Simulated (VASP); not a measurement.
# MgS (Fm-3m) in VASP: further runs

The runs below take MgS through single point, with PBE+D4.

All numbers are computed with VASP 6.6.1; they aren't measurements. Logs are shortened: lines on timing, memory, paths and dates and some standing lists are left out, and cuts for length are marked.

## Step 1: The cell of the first run

It takes space group Fm-3m (No. 225, cubic). The conventional cell has a = 5.171 Å, b = 5.171 Å, c = 5.171 Å, α = 90.00°, β = 90.00°, γ = 90.00°. Mg (site symmetry m-3m) has 6 S at 2.59 Å within 3.4 Å. S (site symmetry m-3m) has 6 Mg at 2.59 Å within 3.4 Å.

## Step 2: Single point, PBE+D4

Contents of INCAR:

```
SYSTEM = MgS
ALGO = Normal ; EDIFF = 1E-6
ENCUT = 600 ; GGA = PE
GGA_COMPAT = .False. ; ISIF = 2
ISMEAR = 0 ; IVDW = 13
LASPH = .True. ; LCHARG = .False.
LREAL = .False. ; LWAVE = .False.
NBANDS = 11 ; NELM = 120
PREC = Accurate ; SIGMA = 0.05
```

Contents of KPOINTS:

```
k-points
0
Gamma
  8 8 8
  0 0 0
```

Contents of POSCAR:

```
MgS
1.0
    0.0000000000      2.5856885807      2.5856885807
    2.5856885807      0.0000000000      2.5856885807
    2.5856885807      2.5856885807      0.0000000000
Mg S
1 1
Direct
    0.0000000000      0.0000000000      0.0000000000
    0.5000000000      0.5000000000      0.5000000000
```

Potentials or basis: VASP PAW PBE potentials, release 64 (Mg, S).

Launch:

```console
$ cat potpaw_PBE.64/Mg/POTCAR potpaw_PBE.64/S/POTCAR > POTCAR
$ mpirun -np 1 vasp_std > vasp.out
```

OUTCAR:

```text
SYSTEM = MgS
   EDIFF = 1E-6
   ENCUT = 600
   GGA = PE
   ISIF = 2
   ISMEAR = 0
   IVDW = 13
   LASPH = .True.
   LREAL = .False.
   NELM = 120
   PREC = Accurate

 ion  position               nearest neighbor table
   1  0.000  0.000  0.000-   2 2.59   2 2.59   2 2.59   2 2.59   2 2.59   2 2.59
   2  0.500  0.500  0.500-   1 2.59   1 2.59   1 2.59   1 2.59   1 2.59   1 2.59

  LATTYP: Found a face centered cubic cell.
 ALAT       =     5.1713771614

  Lattice vectors:

 A1 = (   0.0000000000,   2.5856885807,   2.5856885807)
 A2 = (   2.5856885807,   0.0000000000,   2.5856885807)
 A3 = (   2.5856885807,   2.5856885807,   0.0000000000)

Analysis of symmetry for initial positions (statically):
=====================================================================
 Subroutine PRICEL returns:
 Original cell was already a primitive cell.

 Routine SETGRP: Setting up the symmetry group for a
 face centered cubic supercell.

 Subroutine GETGRP returns: Found 48 space group operations
 (whereof 48 operations were pure point group operations)
 out of a pool of 48 trial point group operations.

The static configuration has the point symmetry O_h .

Analysis of symmetry for dynamics (positions and initial velocities):
=====================================================================
 Subroutine PRICEL returns:
 Original cell was already a primitive cell.

 Routine SETGRP: Setting up the symmetry group for a
 face centered cubic supercell.

 Subroutine GETGRP returns: Found 48 space group operations
 (whereof 48 operations were pure point group operations)
 out of a pool of 48 trial point group operations.

The dynamic configuration has the point symmetry O_h .

 Subroutine INISYM returns: Found 48 space group operations
 (whereof 48 operations are pure point group operations),
 and found     1 'primitive' translations

----------------------------------------------------------------------------------------

                                     Primitive cell

  volume of cell :      34.5747

  direct lattice vectors                    reciprocal lattice vectors
     0.000000000  2.585688581  2.585688581    -0.193372088  0.193372088  0.193372088
     2.585688581  0.000000000  2.585688581     0.193372088 -0.193372088  0.193372088
     2.585688581  2.585688581  0.000000000     0.193372088  0.193372088 -0.193372088

  length of vectors
     3.656715859  3.656715859  3.656715859     0.334930281  0.334930281  0.334930281

  position of ions in fractional coordinates (direct lattice)
     0.000000000  0.000000000  0.000000000
     0.500000000  0.500000000  0.500000000

  ion indices of the primitive-cell ions
   primitive index   ion index
                 1           1
                 2           2

----------------------------------------------------------------------------------------

 KPOINTS: k-points

Automatic generation of k-mesh.
 Grid dimensions read from file:
 generate k-points for:    8    8    8

 Generating k-lattice:

  Cartesian coordinates                     Fractional coordinates (reciprocal lattice)
    -0.024171511  0.024171511  0.024171511     0.125000000  0.000000000  0.000000000
     0.024171511 -0.024171511  0.024171511     0.000000000  0.125000000  0.000000000
     0.024171511  0.024171511 -0.024171511     0.000000000  0.000000000  0.125000000

  Length of vectors
     0.041866285  0.041866285  0.041866285

  Shift w.r.t. Gamma in fractional coordinates (k-lattice)
     0.000000000  0.000000000  0.000000000

 Subroutine IBZKPT returns following result:
 ===========================================

 Found     29 irreducible k-points:

 Following reciprocal coordinates:
            Coordinates               Weight
  0.000000  0.000000  0.000000      1.000000
  0.125000  0.000000  0.000000      8.000000
  0.250000  0.000000  0.000000      8.000000
  0.375000  0.000000  0.000000      8.000000
  0.500000  0.000000  0.000000      4.000000
  0.125000  0.125000  0.000000      6.000000
[... 16 lines left out ...]
  0.500000  0.250000  0.125000     48.000000
 -0.375000  0.250000  0.125000     24.000000
 [... further k-points ...]
   k-points           NKPTS =     29   k-points in BZ     NKDIM =     29   number of bands    NBANDS=     11
   number of dos      NEDOS =    301   number of ions     NIONS =      2
   total plane-waves  NPLWV =  27000
   dimension x,y,z NGX =    30 NGY =   30 NGZ =   30
   dimension x,y,z NGXF=    60 NGYF=   60 NGZF=   60
   ions per type =               1   1
   NGX,Y,Z   is equivalent  to a cutoff of  13.64, 13.64, 13.64 a.u.
   NGXF,Y,Z  is equivalent  to a cutoff of  27.28, 27.28, 27.28 a.u.
 SYSTEM =  MgS
   PREC   = accura    normal or accurate (medium, high low for compatibility)
   ISTART =      0    job   : 0-new  1-cont  2-samecut
   ICHARG =      2    charge: 1-file 2-atom 10-const
   ISPIN  =      1    spin polarized calculation?
   LNONCOLLINEAR =      F non collinear calculations
   LSORBIT =      F    spin-orbit coupling
   LASPH  =      T    aspherical Exc in radial PAW
   ENCUT  =  600.0 eV  44.10 Ry    6.64 a.u.   7.30  7.30  7.30*2*pi/ulx,y,z
   NELM   =    120;   NELMIN=  2; NELMDL= -5     # of ELM steps
   EDIFF  = 0.1E-05   stopping-criterion for ELM
   LREAL  =      F    real-space projection
   EDIFFG = 0.1E-04   stopping-criterion for IOM
   NSW    =      0    number of steps for IOM
   IBRION =     -1    ionic relax: 0-MD 1-quasi-New 2-CG
   NFREE  =      0    steps in history (QN), initial steepest desc. (CG)
   ISIF   =      2    stress and relaxation
   ISYM   =      2    0-nonsym 1-usesym 2-fastsym
   POTIM  = 0.5000    time-step for ionic-motion
   TEBEG  =    0.0;   TEEND  =   0.0 temperature during run
   PSTRESS=    0.0 pullay stress
   NELECT =       8.0000    total number of electrons
   NUPDOWN=      -1.0000    fix difference up-down
   EMIN   =  10.00;   EMAX   =-10.00  energy-range for DOS
   EFERMI =   0.00;   METHOD = LEGACY
   ISMEAR =     0;   SIGMA  =   0.05  broadening in eV -4-tet -1-fermi 0-gaus
   EFERMI_NEDOS =   21; number of points for ismear=-14 and -15
   IALGO  =     38    algorithm
   IMIX   =      4    mixing-type and parameters
     AMIX     =   0.40;   BMIX     =  1.00
     AMIX_MAG =   1.60;   BMIX_MAG =  1.00
  volume/ion in A,a.u.               =      17.29       116.66
  Fermi-wavevector in a.u.,A,eV,Ry     =   1.005044  1.899259 13.743441  1.010114
  Thomas-Fermi vector in A             =   2.137699
   LORBIT       =      0    0 simple, 1 ext, 2 COOP (PROOUT), +10 PAW based schemes
   GGA     = PE    functional components
   LHFCALC =     F    Hartree Fock is set to
   AEXX    =    0.0000 exact exchange contribution
   IVDW    =    13    specifies the selected vdW correction
   LEPSILON=     F    determine dielectric tensor
   LRPA    =     F    only Hartree local field effects (RPA)
 non-spin polarized calculation
 Gauss-broadening in eV      SIGMA  =   0.05
  energy-cutoff  :      600.00
  volume of cell :       34.57
 maximum number of plane-waves:      1174
 NGX is ok and might be reduce to    30
   NGX = 15   NGY = 15   NGZ = 15

 number of electron       8.0000000 magnetization

 Free energy of the ion-electron system (eV)
  ---------------------------------------------------
  ext. energy  EPLUGINS =         0.00000000
  ---------------------------------------------------
  free energy    TOTEN  =        -8.49567135 eV

  energy without entropy =       -8.49567135  energy(sigma->0) =       -8.49567135

 E-fermi :   4.1847     XC(G=0):  -9.7647

 val. band max:        3.8913297921   @ k =   0.0000   0.0000   0.0000
 cond. band min:       6.7067369164   @ k =   0.5000   0.5000   0.0000
 fundamental gap:      2.8154071243
 Fermi energy:         4.1847051512

 k-point     1 :       0.0000    0.0000    0.0000
  band No.  band energies     occupation
      1      -8.8817      2.00000
      2       3.8913      2.00000
      3       3.8913      2.00000
      4       3.8913      2.00000
      5       7.7493      0.00000
      6      11.8336      0.00000
      7      11.8336      0.00000
      8      11.8336      0.00000
      9      14.2610      0.00000
     10      14.2610      0.00000
     11      16.4730      0.00000

 k-point     2 :       0.1250    0.0000    0.0000
  band No.  band energies     occupation
      1      -8.7262      2.00000
      2       2.8319      2.00000
      3       3.7864      2.00000
      4       3.7864      2.00000
      5       8.5421      0.00000
      6      11.5328      0.00000
      7      12.0902      0.00000
      8      12.0902      0.00000
      9      13.6395      0.00000
     10      13.6395      0.00000
     11      16.7272      0.00000

 k-point     3 :       0.2500    0.0000    0.0000
  band No.  band energies     occupation
      1      -8.3045      2.00000
      2       1.0391      2.00000
      3       3.5580      2.00000
      4       3.5580      2.00000
      5       8.9206      0.00000
      6      11.7315      0.00000
      7      11.7315      0.00000
      8      12.3002      0.00000
      9      14.2157      0.00000
     10      14.2157      0.00000
     11      15.9092      0.00000

 k-point     4 :       0.3750    0.0000    0.0000
  band No.  band energies     occupation
      1      -7.7872      2.00000
      2      -0.4401      2.00000
      3       3.3573      2.00000
      4       3.3573      2.00000
      5       8.6122      0.00000
      6      11.0677      0.00000
      7      11.0677      0.00000
      8      13.8539      0.00000
      9      15.5713      0.00000
     10      16.1986      0.00000
     11      16.1986      0.00000

 k-point     5 :       0.5000    0.0000    0.0000
  band No.  band energies     occupation
      1      -7.5288      2.00000
      2      -1.0357      2.00000
      3       3.2807      2.00000
      4       3.2807      2.00000
      5       8.4662      0.00000
      6      10.8207      0.00000
      7      10.8207      0.00000
      8      14.2092      0.00000
      9      16.1503      0.00000
     10      18.3506      0.00000
     11      18.3506      0.00000
[... 211 lines left out ...]
 k-point    21 :       0.5000    0.5000    0.0000
  band No.  band energies     occupation
      1      -7.1430      2.00000
      2      -0.3986      2.00000
      3       2.1676      2.00000
      4       2.1676      2.00000
      5       6.7067      0.00000
      6       8.2302      0.00000
      7      16.0793      0.00000
      8      16.7632      0.00000
      9      17.4564      0.00000
     10      17.4564      0.00000
     11      19.8109      0.00000

 k-point    22 :       0.3750    0.2500    0.1250
  band No.  band energies     occupation
      1      -7.9737      2.00000
      2       0.7712      2.00000
      3       2.3968      2.00000
      4       3.1952      2.00000
      5       9.7697      0.00000
      6      10.3731      0.00000
      7      11.0512      0.00000
      8      13.1726      0.00000
      9      14.0661      0.00000
     10      16.9458      0.00000
     11      18.9319      0.00000

 k-point    23 :       0.5000    0.2500    0.1250
  band No.  band energies     occupation
      1      -7.5358      2.00000
      2      -0.0956      2.00000
      3       1.8472      2.00000
      4       2.8740      2.00000
      5       9.5609      0.00000
      6      10.3228      0.00000
      7      11.7475      0.00000
      8      12.9753      0.00000
      9      15.6472      0.00000
     10      18.2837      0.00000
     11      18.9334      0.00000

 k-point    24 :      -0.3750    0.2500    0.1250
  band No.  band energies     occupation
      1      -7.3254      2.00000
      2      -0.5024      2.00000
      3       1.7013      2.00000
      4       2.7094      2.00000
      5       9.5076      0.00000
      6      10.0402      0.00000
      7      12.3682      0.00000
      8      13.4028      0.00000
      9      16.2391      0.00000
     10      17.3511      0.00000
     11      19.5675      0.00000

 [... further k-points ...]

------------------------ aborting loop because EDIFF is reached ----------------------------------------

  DFT-D4 for vdW energy calculation

  Edisp (eV):   -0.59024

  FORCE on cell =-STRESS in cart. coord.  units (eV):
  Direction    XX          YY          ZZ          XY          YZ          ZX
  --------------------------------------------------------------------------------------
  -------------------------------------------------------------------------------------
  Total      -0.06181    -0.06181    -0.06181     0.00000    -0.00000    -0.00000
  in kB      -2.86443    -2.86443    -2.86443     0.00000    -0.00000    -0.00000
  external pressure =       -2.86 kB  Pullay stress =        0.00 kB

 VOLUME and BASIS-vectors are now :
 -----------------------------------------------------------------------------
  energy-cutoff  :      600.00
  volume of cell :       34.57
      direct lattice vectors                 reciprocal lattice vectors
     0.000000000  2.585688581  2.585688581    -0.193372088  0.193372088  0.193372088
     2.585688581  0.000000000  2.585688581     0.193372088 -0.193372088  0.193372088
     2.585688581  2.585688581  0.000000000     0.193372088  0.193372088 -0.193372088

 POSITION                                       TOTAL-FORCE (eV/Angst)
 -----------------------------------------------------------------------------------
      0.00000      0.00000      0.00000        -0.000000      0.000000      0.000000
      2.58569      2.58569      2.58569         0.000000     -0.000000     -0.000000
 -----------------------------------------------------------------------------------
    total drift:                               -0.000000     -0.000000      0.000000

  FREE ENERGIE OF THE ION-ELECTRON SYSTEM (eV)
  ---------------------------------------------------
  free  energy   TOTEN  =        -9.0859086104 eV

  energy  without entropy=       -9.0859086104  energy(sigma->0) =       -9.08590861
```

It took 27 s on 1 thread of Intel Xeon 8259CL, shared host; peak memory 0.17 GiB.

Results:

* Free energy: -9.0859 eV
* Pressure: -0.3 GPa
* Band gap on the k mesh: 2.82 eV, indirect (least direct gap 3.86 eV)
* Dispersion energy per atom: -0.295 eV

## Step 3: Single point, PBE+D4 (volume scaled by 1.02)

Contents of INCAR:

```
ALGO     = Normal         # electronic algorithm
EDIFF    = 1E-6           # SCF threshold, eV
ENCUT    = 600            # plane-wave cutoff, eV
GGA      = PE             # functional
GGA_COMPAT= False        
ISIF     = 2              # what is computed and relaxed
ISMEAR   = 0              # smearing method
IVDW     = 13             # dispersion correction
LASPH    = True           # aspherical terms in the spheres
LCHARG   = False          # write CHGCAR
LREAL    = False          # projectors in reciprocal space
LWAVE    = False          # write WAVECAR
NBANDS   = 11             # bands
NELM     = 120            # most SCF steps
PREC     = Accurate       # precision mode
SIGMA    = 0.05           # smearing width, eV
```

Contents of KPOINTS:

```
k-points
0
Gamma
  8 8 8
```

Contents of POSCAR:

```
MgS
1.0
    0.0000000000      2.6028128452      2.6028128452
    2.6028128452      0.0000000000      2.6028128452
    2.6028128452      2.6028128452      0.0000000000
Mg S
1 1
Direct
    0.0000000000      0.0000000000      0.0000000000
    0.5000000000      0.5000000000      0.5000000000
```

Potentials or basis: VASP PAW PBE potentials, release 64 (Mg, S).

Launch:

```console
$ cat potpaw_PBE.64/Mg/POTCAR potpaw_PBE.64/S/POTCAR > POTCAR
$ mpirun -np 1 vasp_std > vasp.out
```

Run time: 24 s. Hardware: 1 thread of Intel Xeon 8259CL, shared host; peak memory 0.17 GiB.

Results (log left out):

```yaml
Free_energy: -9.0814 eV
Pressure: -1.8 GPa
Band_gap_on_the_k_mesh: 2.77 eV, indirect (least direct gap 3.70 eV)
Dispersion_energy_per_atom: -0.289 eV
```

Levels at points of the mesh, in eV from the valence-band top:
```
           k point  band 2  band 3  band 4  band 5  band 6  band 7
(0.00, 0.00, 0.00)    0.00    0.00    0.00    3.70    7.96    7.96
(0.50, 0.00, 0.00)   -4.82   -0.59   -0.59    4.55    6.91    6.91
(0.50, 0.50, 0.00)   -4.19   -1.68   -1.68    2.77    4.40   11.99
```

 A k mesh can miss the band edges.

## Step 4: Single point, PBE+D4 (volume scaled by 1.04)

Contents of INCAR:

```
PREC = Accurate
ENCUT = 600
EDIFF = 1E-6
ISMEAR = 0
SIGMA = 0.05
LREAL = False
LASPH = True
NELM = 120
ALGO = Normal
ISIF = 2
LWAVE = False
LCHARG = True
GGA = PE
IVDW = 13
LELF = True
LVHAR = True
NBANDS = 11
GGA_COMPAT = False
```

Contents of KPOINTS:

```
regular mesh
0
Gamma
  8 8 8
```

Contents of POSCAR:

```
MgS
1.0
    0.0000000000      2.6197147009      2.6197147009
    2.6197147009      0.0000000000      2.6197147009
    2.6197147009      2.6197147009      0.0000000000
Mg S
1 1
Direct
    0.0000000000      0.0000000000      0.0000000000
    0.5000000000      0.5000000000      0.5000000000
```

Launch:

```console
$ cat potpaw_PBE.64/Mg/POTCAR potpaw_PBE.64/S/POTCAR > POTCAR
$ mpirun -np 1 vasp_std > vasp.out
```

Run time: 30 s. Hardware: 1 thread of Intel Xeon 8259CL, shared host; peak memory 0.17 GiB.

It converged, with:

| Quantity | Value |
| --- | --- |
| Free energy | -9.0707 eV |
| Pressure | -3.2 GPa |
| Band gap on the k mesh | 2.73 eV, indirect (least direct gap 3.55 eV) |
| Dispersion energy per atom | -0.284 eV |

Levels at points of the mesh, in eV from the valence-band top:
```csv
k point,band 1,band 2,band 3,band 4,band 5,band 6,band 7,band 8,band 9
"(0.00, 0.00, 0.00)",-12.55,0.00,0.00,0.00,3.55,7.97,7.97,7.97,10.33
"(0.50, 0.00, 0.00)",-11.30,-4.72,-0.57,-0.57,4.52,6.88,6.88,9.89,12.04
"(0.50, 0.50, 0.00)",-10.94,-4.08,-1.64,-1.64,2.73,4.46,11.80,12.76,13.16
```

## Step 5: The runs side by side

```csv
cell,gap on the mesh (eV),pressure (GPa)
"a = 3.657 Å, angles 60.0°, 2 atoms",2.82,-0.3
"a = 3.681 Å, angles 60.0°, 2 atoms",2.77,-1.8
"a = 3.705 Å, angles 60.0°, 2 atoms",2.73,-3.2
```

Alike in all rows: task single point; level PBE+D4; potentials or basis VASP PAW PBE potentials, release 64 (Mg, S); no spin polarisation; k mesh 8 × 8 × 8; cutoff (eV) 600; smearing gaussian 0.05 eV.

Total energies depend on the potentials used, so only differences within one code and one set of settings carry meaning.
